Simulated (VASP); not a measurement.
# MgO (Fm-3m) in VASP: further runs

The runs below take MgO through single point, relaxation of cell and atoms, with PBEsol.

Program: VASP 6.6.1. These are calculated values, not measurements. Logs are shortened: lines on timing, memory, paths and dates and some standing lists are left out, and cuts for length are marked.

## Step 1: The cell of the first run

The structure is cubic, space group Fm-3m (No. 225). The conventional cell has a = 4.215 Å, b = 4.215 Å, c = 4.215 Å, α = 90.00°, β = 90.00°, γ = 90.00°. Within 2.8 Å of Mg (site symmetry m-3m) lie 6 O at 2.11 Å. O (site symmetry m-3m) has 6 Mg at 2.11 Å within 2.8 Å.

## Step 2: Single point, PBEsol

File INCAR:

```
PREC     = Accurate       # precision mode
ENCUT    = 520            # plane-wave cutoff, eV
EDIFF    = 1E-7           # SCF threshold, eV
ISMEAR   = -1             # smearing method
SIGMA    = 0.05           # smearing width, eV
LREAL    = False          # projectors in reciprocal space
LASPH    = True           # aspherical terms in the spheres
NELM     = 60             # most SCF steps
ALGO     = Normal         # electronic algorithm
ISIF     = 2              # what is computed and relaxed
LWAVE    = False          # write WAVECAR
LCHARG   = False          # write CHGCAR
GGA      = PS             # functional
NBANDS   = 11             # bands
```

File KPOINTS:

```
regular mesh
0
Gamma
  11 11 11
```

File POSCAR:

```
MgO
1.0
    0.0000000000      2.1072717661      2.1072717661
    2.1072717661      0.0000000000      2.1072717661
    2.1072717661      2.1072717661      0.0000000000
Mg O
1 1
Direct
    0.0000000000      0.0000000000      0.0000000000
    0.5000000000      0.5000000000      0.5000000000
```

Potentials or basis: VASP PAW PBE potentials, release 64 (Mg, O).

The run is started by

```bash
$ cat potpaw_PBE.64/Mg/POTCAR potpaw_PBE.64/O/POTCAR > POTCAR
$ mpirun -np 1 vasp_std > vasp.out
```

OUTCAR:

```text
PREC = Accurate
   ENCUT = 520
   EDIFF = 1E-7
   ISMEAR = -1
   LREAL = False
   LASPH = True
   NELM = 60
   ISIF = 2
   GGA = PS

 ion  position               nearest neighbor table
   1  0.000  0.000  0.000-   2 2.11   2 2.11   2 2.11   2 2.11   2 2.11   2 2.11
   2  0.500  0.500  0.500-   1 2.11   1 2.11   1 2.11   1 2.11   1 2.11   1 2.11

  LATTYP: Found a face centered cubic cell.
 ALAT       =     4.2145435322

  Lattice vectors:

 A1 = (   0.0000000000,   2.1072717661,   2.1072717661)
 A2 = (   2.1072717661,   0.0000000000,   2.1072717661)
 A3 = (   2.1072717661,   2.1072717661,   0.0000000000)

Analysis of symmetry for initial positions (statically):
=====================================================================
 Subroutine PRICEL returns:
 Original cell was already a primitive cell.

 Routine SETGRP: Setting up the symmetry group for a
 face centered cubic supercell.

 Subroutine GETGRP returns: Found 48 space group operations
 (whereof 48 operations were pure point group operations)
 out of a pool of 48 trial point group operations.

The static configuration has the point symmetry O_h .

Analysis of symmetry for dynamics (positions and initial velocities):
=====================================================================
 Subroutine PRICEL returns:
 Original cell was already a primitive cell.

 Routine SETGRP: Setting up the symmetry group for a
 face centered cubic supercell.

 Subroutine GETGRP returns: Found 48 space group operations
 (whereof 48 operations were pure point group operations)
 out of a pool of 48 trial point group operations.

The dynamic configuration has the point symmetry O_h .

 Subroutine INISYM returns: Found 48 space group operations
 (whereof 48 operations are pure point group operations),
 and found     1 'primitive' translations

----------------------------------------------------------------------------------------

                                     Primitive cell

  volume of cell :      18.7151

  direct lattice vectors                    reciprocal lattice vectors
     0.000000000  2.107271766  2.107271766    -0.237273620  0.237273620  0.237273620
     2.107271766  0.000000000  2.107271766     0.237273620 -0.237273620  0.237273620
     2.107271766  2.107271766  0.000000000     0.237273620  0.237273620 -0.237273620
[... 88 lines left out ...]
   IBRION =     -1    ionic relax: 0-MD 1-quasi-New 2-CG
   NFREE  =      0    steps in history (QN), initial steepest desc. (CG)
   ISIF   =      2    stress and relaxation
   ISYM   =      2    0-nonsym 1-usesym 2-fastsym
   POTIM  = 0.5000    time-step for ionic-motion
   TEBEG  =    0.0;   TEEND  =   0.0 temperature during run
   PSTRESS=    0.0 pullay stress
   NELECT =       8.0000    total number of electrons
   NUPDOWN=      -1.0000    fix difference up-down
   EMIN   =  10.00;   EMAX   =-10.00  energy-range for DOS
   EFERMI =   0.00;   METHOD = LEGACY
   ISMEAR =    -1;   SIGMA  =   0.05  broadening in eV -4-tet -1-fermi 0-gaus
   EFERMI_NEDOS =   21; number of points for ismear=-14 and -15
   IALGO  =     38    algorithm
   IMIX   =      4    mixing-type and parameters
     AMIX     =   0.40;   BMIX     =  1.00
     AMIX_MAG =   1.60;   BMIX_MAG =  1.00
  volume/ion in A,a.u.               =       9.36        63.15
  Fermi-wavevector in a.u.,A,eV,Ry     =   1.233221  2.330450 20.692207  1.520834
  Thomas-Fermi vector in A             =   2.367960
   LORBIT       =      0    0 simple, 1 ext, 2 COOP (PROOUT), +10 PAW based schemes
   GGA     = PS    functional components
   LHFCALC =     F    Hartree Fock is set to
   AEXX    =    0.0000 exact exchange contribution
   IVDW    =     0    specifies the selected vdW correction
   LEPSILON=     F    determine dielectric tensor
   LRPA    =     F    only Hartree local field effects (RPA)
 non-spin polarized calculation
  energy-cutoff  :      520.00
  volume of cell :       18.72
 maximum number of plane-waves:       531
 NGX is ok and might be reduce to    24
   NGX = 11   NGY = 11   NGZ = 11

 number of electron       8.0000005 magnetization

 Free energy of the ion-electron system (eV)
  ---------------------------------------------------
  ext. energy  EPLUGINS =         0.00000000
  ---------------------------------------------------
  free energy    TOTEN  =       -12.51243868 eV

  energy without entropy =      -12.51243868  energy(sigma->0) =      -12.51243868

 E-fermi :   4.0947     XC(G=0): -11.3018

 val. band max:        3.0539575214   @ k =   0.0000   0.0000   0.0000
 cond. band min:       7.6712767460   @ k =   0.0000   0.0000   0.0000
 fundamental gap:      4.6173192245
 Fermi energy:         4.0946635950

 k-point     1 :       0.0000    0.0000    0.0000
  band No.  band energies     occupation
      1     -14.1427      2.00000
      2       3.0540      2.00000
      3       3.0540      2.00000
      4       3.0540      2.00000
      5       7.6713      0.00000
      6      18.6761      0.00000
      7      18.6761      0.00000
      8      18.6761      0.00000
      9      22.5141      0.00000
     10      24.3956      0.00000
     11      24.3956      0.00000
[... 309 lines left out ...]
 k-point    24 :      -0.1818    0.1818    0.0000
  band No.  band energies     occupation
      1     -13.3457      2.00000
      2       0.1615      2.00000
      3       1.9238      2.00000
      4       2.6767      2.00000
      5      10.9784      0.00000
      6      14.9212      0.00000
      7      18.3856      0.00000
      8      20.8879      0.00000
      9      20.8905      0.00000
     10      24.1441      0.00000
     11      27.4134      0.00000

 [... further k-points ...]

------------------------ aborting loop because EDIFF is reached ----------------------------------------

  FORCE on cell =-STRESS in cart. coord.  units (eV):
  Direction    XX          YY          ZZ          XY          YZ          ZX
  --------------------------------------------------------------------------------------
  -------------------------------------------------------------------------------------
  Total       -0.0638149     -0.0638149     -0.0638149     -0.0000000      0.0000000     -0.0000000
  in kB       -5.4631280     -5.4631280     -5.4631280     -0.0000000      0.0000000     -0.0000000
  external PRESSURE =      -5.4631280 kB  Pullay stress =       0.0000000 kB

 VOLUME and BASIS-vectors are now :
 -----------------------------------------------------------------------------
  energy-cutoff  :      520.00
  volume of cell :       18.72
      direct lattice vectors                 reciprocal lattice vectors
     0.000000000  2.107271766  2.107271766    -0.237273620  0.237273620  0.237273620
     2.107271766  0.000000000  2.107271766     0.237273620 -0.237273620  0.237273620
     2.107271766  2.107271766  0.000000000     0.237273620  0.237273620 -0.237273620

 POSITION                                       TOTAL-FORCE (eV/Angst)
 -----------------------------------------------------------------------------------
      0.00000      0.00000      0.00000         0.000000      0.000000      0.000000
      2.10727      2.10727      2.10727        -0.000000     -0.000000     -0.000000
 -----------------------------------------------------------------------------------
    total drift:                               -0.000000     -0.000000      0.000000

  FREE ENERGIE OF THE ION-ELECTRON SYSTEM (eV)
  ---------------------------------------------------
  free  energy   TOTEN  =       -12.5124386765 eV

  energy  without entropy=      -12.5124386765  energy(sigma->0) =      -12.51243868
```

OSZICAR:

```text
N       E                     dE             d eps       ncg     rms          rms(c)
DAV:   1     0.130292551533E+02    0.13029E+02   -0.45814E+03  1416   0.639E+02
DAV:   2    -0.133088348174E+02   -0.26338E+02   -0.25602E+02  1451   0.135E+02
DAV:   3    -0.138963010048E+02   -0.58747E+00   -0.58691E+00  1479   0.171E+01
DAV:   4    -0.138977191726E+02   -0.14182E-02   -0.14181E-02  1349   0.958E-01
DAV:   5    -0.138977235835E+02   -0.44108E-05   -0.44107E-05  1439   0.524E-02    0.666E+00
DAV:   6    -0.125490102316E+02    0.13487E+01   -0.76564E+00  1280   0.150E+01    0.219E+00
DAV:   7    -0.125261097895E+02    0.22900E-01   -0.49314E-02  1343   0.203E+00    0.130E+00
DAV:   8    -0.125127919032E+02    0.13318E-01   -0.23463E-02  1283   0.174E+00    0.218E-01
DAV:   9    -0.125125164467E+02    0.27546E-03   -0.33866E-04  1433   0.130E-01    0.137E-01
DAV:  10    -0.125124369077E+02    0.79539E-04   -0.41266E-04  1376   0.152E-01    0.490E-03
DAV:  11    -0.125124382629E+02   -0.13552E-05   -0.45493E-06  1370   0.149E-02    0.335E-03
DAV:  12    -0.125124386428E+02   -0.37991E-06   -0.10025E-07  1072   0.314E-03    0.694E-04
DAV:  13    -0.125124386765E+02   -0.33688E-07   -0.39058E-08   706   0.138E-03
   1 F= -.12512439E+02 E0= -.12512439E+02  d E =-.181442E-10
```

stdout:

```text
POSCAR found type information on POSCAR MgO
 POSCAR found :  2 types and       2 ions
 scaLAPACK will be used
 -----------------------------------------------------------------------------
|                                                                             |
|                                                                             |
|     You enforced a specific xc type in the INCAR file but a different       |
|     I HOPE YOU KNOW WHAT YOU ARE DOING!                                     |
|                                                                             |
 -----------------------------------------------------------------------------

 LDA part: xc-table for (Slater+PW92), standard interpolation
 POSCAR, INCAR and KPOINTS ok, starting setup
 FFT: planning ... GRIDC
 FFT: planning ... GRID_SOFT
 FFT: planning ... GRID
 WAVECAR not read
 entering main loop
```

Wall time 20 s (1 thread of Intel Xeon 8259CL, shared host); peak memory 0.14 GiB.

Results:

- Free energy: -12.5124 eV
- Pressure: -0.5 GPa
- Band gap on the k mesh: 4.62 eV, direct

Levels at points of the mesh, in eV from the valence-band top:
```csv
k point,band 1,band 2,band 3,band 4,band 5,band 6,band 7,band 8
"(0.00, 0.00, 0.00)",-17.20,0.00,0.00,0.00,4.62,15.62,15.62,15.62
```

Caveat: the PAW data sets were made with another functional, which shifts forces and pressure a little.

## Step 3: Single point, PBEsol

This run uses another cell than the first one, of 9.08 Å³/atom, 0.971 times its volume.

INCAR, as its differences from that of step 2:

```diff
@@ -11,4 +11,6 @@
 LWAVE    = False          # write WAVECAR
-LCHARG   = False          # write CHGCAR
+LCHARG   = True           # write CHGCAR
 GGA      = PS             # functional
+LELF     = True           # ELF
+LVHAR    = True         
 NBANDS   = 11             # bands
```

File KPOINTS:

```
Automatic mesh
0
Gamma
  11 11 11
```

File POSCAR:

```
MgO
1.0
    0.0000000000      2.0863929119      2.0863929119
    2.0863929119      0.0000000000      2.0863929119
    2.0863929119      2.0863929119      0.0000000000
Mg O
1 1
Direct
    0.0000000000      0.0000000000      0.0000000000
    0.5000000000      0.5000000000      0.5000000000
```

Potentials or basis: VASP PAW PBE potentials, release 64 (Mg, O).

The run is started by

```bash
$ cat potpaw_PBE.64/Mg/POTCAR potpaw_PBE.64/O/POTCAR > POTCAR
$ mpirun -np 1 vasp_std > vasp.out
```

Wall time 20 s (1 thread of Intel Xeon 8259CL, shared host); peak memory 0.14 GiB.

It converged, with:

```
Free energy            : -12.5051 eV
Pressure               : 4.5 GPa
Band gap on the k mesh : 4.91 eV, direct
```

Levels at points of the mesh, in eV from the valence-band top:
```
           k point  band 1  band 2  band 3  band 4  band 5  band 6  band 7  band 8
(0.00, 0.00, 0.00)  -17.35    0.00    0.00    0.00    4.91   15.79   15.79   15.79
```

Caveat: the PAW data sets were made with another functional, which shifts forces and pressure a little.

## Step 4: Relaxation of cell and atoms, PBEsol

This run uses another cell than the first one, of 9.22 Å³/atom, 0.985 times its volume.

File INCAR:

```
  PREC = Accurate
  ENCUT = 600
  EDIFF = 1E-6
  ISMEAR = -1
  SIGMA = 0.05
  LREAL = False
  LASPH = True
  NELM = 60
  ALGO = Normal
  ISIF = 3
  LWAVE = False
  LCHARG = False
  GGA = PS
  IBRION = 2
  NSW = 80
  EDIFFG = -0.01
```

KPOINTS is that of step 3.

File POSCAR:

```
MgO
1.0
    0.0000000000      2.0970013927      2.0970013927
    2.0970013927      0.0000000000      2.0970013927
    2.0970013927      2.0970013927      0.0000000000
Mg O
1 1
Direct
    0.0000000000      0.0000000000      0.0000000000
    0.5000000000      0.5000000000      0.5000000000
```

The run is started by

```bash
$ cat potpaw_PBE.64/Mg/POTCAR potpaw_PBE.64/O/POTCAR > POTCAR
$ mpirun -np 1 vasp_std > vasp.out
```

It took 27 s on 1 thread of Intel Xeon 8259CL, shared host; peak memory 0.15 GiB.

Results (log left out):

| Property | Result |
| --- | --- |
| Free energy | -12.5150 eV |
| Relaxed volume | 9.31 Å³/atom |
| Relaxed cell | a = 2.976 Å, b = 2.976 Å, c = 2.976 Å, α = 60.00°, β = 60.00°, γ = 60.00° |
| Space group after relaxing (to 0.05 Å) | Fm-3m (No. 225) |
| Energy gained by relaxing | 0.5 meV/atom |
| Ionic steps | 3 |
| Pressure after relaxing | 0.0 GPa |
| Band gap on the k mesh | 4.66 eV, direct |

Step by step:
```tsv
step	energy change (eV)	largest force (eV/Å)	pressure (GPa)	volume (Å³)
1	0.0000	0.0000	1.63	18.44
2	-0.0008	0.0000	-0.56	18.69
3	-0.0009	0.0000	0.00	18.63
```

Final structure:
```
Mg O
1.0
     0.00000    2.10400    2.10400
     2.10400    0.00000    2.10400
     2.10400    2.10400    0.00000
Mg O
1 1
Direct
  0.00000 0.00000 0.00000
  0.50000 0.50000 0.50000
```

Levels at points of the mesh, in eV from the valence-band top:
```csv
k point,band 1,band 2,band 3,band 4,band 5,band 6,band 7,band 8
"(0.00, 0.00, 0.00)",-17.22,0.00,0.00,0.00,4.66,15.65,15.65,15.65
```

Caveat: the PAW data sets were made with another functional, which shifts forces and pressure a little.

## Step 5: Relaxation of cell and atoms, PBEsol, target pressure 5 GPa, at which the enthalpy is minimised

This run uses another cell than the first one, of 9.22 Å³/atom, 0.985 times its volume.

File INCAR:

```
SYSTEM = MgO
PREC = Accurate ; ENCUT = 600
EDIFF = 1E-6 ; ISMEAR = -1
SIGMA = 0.05 ; LREAL = .FALSE.
LASPH = .TRUE. ; NELM = 60
ALGO = Normal ; ISIF = 3
LWAVE = .FALSE. ; LCHARG = .FALSE.
GGA = PS ; IBRION = 2
NSW = 80 ; EDIFFG = -0.01
PSTRESS = 50.0
```

File KPOINTS:

```
Automatic mesh
0
G
  11 11 11
  0 0 0
```

POSCAR is that of step 4.

The run is started by

```bash
$ cat potpaw_PBE.64/Mg/POTCAR potpaw_PBE.64/O/POTCAR > POTCAR
$ mpirun -np 1 vasp_std > vasp.out
```

Run time: 28 s. Hardware: 1 thread of Intel Xeon 8259CL, shared host; peak memory 0.15 GiB.

Results (log left out):

| Property | Result |
| --- | --- |
| Free energy | -12.5068 eV |
| Relaxed volume | 9.04 Å³/atom |
| Relaxed cell | a = 2.947 Å, b = 2.947 Å, c = 2.947 Å, α = 60.00°, β = 60.00°, γ = 60.00° |
| Space group after relaxing (to 0.05 Å) | Fm-3m (No. 225) |
| Energy change on relaxing (the enthalpy is what falls) | +3.6 meV/atom |
| Ionic steps | 3 |
| Pressure after relaxing | 5.0 GPa |
| Band gap on the k mesh | 4.95 eV, direct |

The path:
```csv
step,energy change (eV),largest force (eV/Å),pressure (GPa),volume (Å³)
1,0.0000,0.0000,1.63,18.44
2,0.0131,0.0000,6.64,17.93
3,0.0072,0.0000,5.00,18.09
```

Final structure:
```yaml
crystal:
  lattice:
    - [0.00000, 2.08353, 2.08353]
    - [2.08353, 0.00000, 2.08353]
    - [2.08353, 2.08353, 0.00000]
  atoms:
    - { symbol: Mg, position: [0.00000, 0.00000, 0.00000] }
    - { symbol: O, position: [0.50000, 0.50000, 0.50000] }
```

Levels at points of the mesh, in eV from the valence-band top:
| k point | band 1 | band 2 | band 3 | band 4 | band 5 | band 6 | band 7 | band 8 |
| --- | --- | --- | --- | --- | --- | --- | --- | --- |
| (0.00, 0.00, 0.00) | -17.38 | 0.00 | 0.00 | 0.00 | 4.95 | 15.81 | 15.81 | 15.81 |

Caveat: the cell is relaxed towards a set pressure, so the enthalpy falls and the energy may rise; the PAW data sets were made with another functional, which shifts forces and pressure a little.

## Step 6: Overview

| task | cell | cutoff (eV) | gap on the mesh (eV) | pressure (GPa) |
| --- | --- | --- | --- | --- |
| single point | a = 2.980 Å, angles 60.0°, 2 atoms | 520 | 4.62 | -0.5 |
| single point | a = 2.951 Å, angles 60.0°, 2 atoms | 520 | 4.91 | 4.5 |
| relaxation of cell and atoms | relaxed from a = 2.966 Å, angles 60.0°, 2 atoms | 600 | 4.66 | 0.0 |
| relaxation of cell and atoms | relaxed to 5 GPa from a = 2.966 Å, angles 60.0°, 2 atoms | 600 | 4.95 | 5.0 |

Alike in all rows: level PBEsol; potentials or basis VASP PAW PBE potentials, release 64 (Mg, O); no spin polarisation; k mesh 11 × 11 × 11; smearing fermi-dirac 0.05 eV.

Caveats: the PAW data sets were made with another functional, which shifts forces and pressure a little; the cell is relaxed towards a set pressure, so the enthalpy falls and the energy may rise (some runs).

Absolute energies hang on the potentials; compare differences alone.
